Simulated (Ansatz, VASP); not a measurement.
# KF in VASP and in Ansatz

```xyz
2
Lattice="0.0000 2.7105 2.4056 2.5208 0.0000 2.4056 2.5208 2.7105 0.0000" Properties=species:S:1:pos:R:3 pbc="T T T"
K     0.0000    0.0000    0.0000
F     2.5208    2.7105    2.4056
```

Change from the starting cell: normal strain along x -0.0700, normal strain along z -0.1125.

Alike in both runs: task single point; functional PBE; k mesh 8 × 8 × 8; occupations gaussian, width 0.05 eV; no spin polarisation.

```csv
,VASP,Ansatz
version,VASP 6.6.1,Ansatz 0.2.0
potentials or method,"VASP PAW PBE potentials, release 64 (K_sv, F), cutoff 520 eV","scalar-relativistic, plane waves, PAW"
valence electrons in the cell,16,16
```

VASP gave:

```
gap on the k mesh at the Fermi level (eV)                     : 6.69
least direct gap on the mesh (eV)                             : 6.73
pressure (GPa)                                                : 10.6
traceless stress, the component that is largest in VASP (GPa) : 7.58
```

**Question.** Which values does Ansatz return?

**Answer.** gap on the k mesh at the Fermi level (eV): 6.71; least direct gap on the mesh (eV): 6.75; pressure (GPa): 10.4; traceless stress, the component that is largest in VASP (GPa): 7.31.

With one functional, cell and mesh, what is left measures potentials, basis and numerics.
